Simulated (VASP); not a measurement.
Write the native input for VASP 6.6.1 that does the following.

| Quantity | Value |
| --- | --- |
| Task | single point |
| Functional | PBE |
| Potentials or basis | VASP PAW PBE potentials, release 64 (K_sv, F) |
| Cutoff | 520 eV |
| k mesh | 6 × 6 × 6 |
| Occupations | gaussian, width 0.01 eV |
| Spin | no spin polarisation |
| Dipole correction | no |
| Further INCAR settings | ALGO = Normal; EDIFF = 1e-06; NBANDS = 15 |

The structure of KF lies in POSCAR:

```
KF
1.0
    0.0000000000      2.9140966530      2.9140966530
    2.9140966530      0.0000000000      2.9140966530
    2.9140966530      2.9140966530      0.0000000000
K F
1 1
Direct
    0.0000000000      0.0000000000      0.0000000000
    0.2500000000      0.2500000000      0.2500000000
```

One way to write it, as run:

INCAR

```
SYSTEM = KF
PREC = Accurate
ENCUT = 520
EDIFF = 1E-6
ISMEAR = 0
SIGMA = 0.01
LREAL = .FALSE.
LASPH = .TRUE.
NELM = 100
ALGO = Normal
ISIF = 2
LWAVE = .FALSE.
LCHARG = .FALSE.
GGA = PE
NBANDS = 15
```

KPOINTS

```
Automatic mesh
0
G
  6 6 6
  0 0 0
```

Potentials or basis: VASP PAW PBE potentials, release 64 (K_sv, F).

The run is started by

```console
$ cat potpaw_PBE.64/K_sv/POTCAR potpaw_PBE.64/F/POTCAR > POTCAR
$ mpirun -np 1 vasp_std > vasp.out
```

Results of the run:

```
Pressure               : 1.5 GPa
Band gap on the k mesh : 5.22 eV (least direct gap 5.45 eV)
```

It took 17 s on 1 thread of Intel Xeon 8259CL, with other jobs on the host, peak memory 0.17 GiB.
